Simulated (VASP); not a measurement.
Write the native input for VASP 6.6.1 that does the following.

| Item | Value |
| --- | --- |
| Task | single point |
| Functional | r2SCAN |
| Potentials or basis | VASP PAW PBE potentials, release 64 (Sn_d) |
| Cutoff | 520 eV |
| k mesh | 18 × 18 × 18 |
| Occupations | gaussian, width 0.1 eV |
| Spin | no spin polarisation |
| Dipole correction | no |
| Further INCAR settings | ALGO = Normal; EDIFF = 1e-06; NBANDS = 13 |

Sn:

```xyz
1
Lattice="3.0537 0.0000 0.0000 0.0000 3.0537 0.0000 0.0000 0.0000 3.0537" Properties=species:S:1:pos:R:3 pbc="T T T"
Sn    0.0000    0.0000    0.0000
```

This isn't the form of Sn at room conditions, which is tetragonal (white tin).

One way to write it, as run:

POSCAR

```
Sn
1.0
    3.0536846067      0.0000000000      0.0000000000
    0.0000000000      3.0536846067      0.0000000000
    0.0000000000      0.0000000000      3.0536846067
Sn
1
Direct
    0.0000000000      0.0000000000      0.0000000000
```

INCAR.step1

```
ALGO = Normal
EDIFF = 1E-4
ENCUT = 520
GGA = PE
ISMEAR = 0
LASPH = T
LCHARG = F
LREAL = F
LWAVE = T
NBANDS = 13
NELM = 100
PREC = Accurate
SIGMA = 0.1
```

INCAR.step2

```
ALGO = Normal
EDIFF = 1E-6
ENCUT = 520
ISIF = 2
ISMEAR = 0
ISTART = 1
LASPH = T
LCHARG = T
LELF = T
LMIXTAU = T
LREAL = F
LVHAR = T
LWAVE = F
METAGGA = R2SCAN
NBANDS = 13
NELM = 100
PREC = Accurate
SIGMA = 0.1
```

KPOINTS

```
k-points
0
Gamma
  18 18 18
```

Potentials or basis: VASP PAW PBE potentials, release 64 (Sn_d).

Command:

```bash
$ cat potpaw_PBE.64/Sn_d/POTCAR > POTCAR
$ cp INCAR.step1 INCAR
$ mpirun -np 1 vasp_std > vasp.out
$ cp INCAR.step2 INCAR
$ mpirun -np 1 vasp_std > vasp.out
```

It gave:

```
Pressure               : 0.0 GPa
Band gap on the k mesh : zero (bands 7 and 8 overlap by 8.07 eV)
```

Caveat: the PAW data sets were made with another functional, which shifts forces and pressure a little; spin-orbit coupling is left out, which moves the levels of the heavy elements.

Wall time 54 s on 1 thread of Intel(R) Xeon(R) 6975P-C (Granite Rapids), with other jobs on the host, peak memory 0.2 GiB.
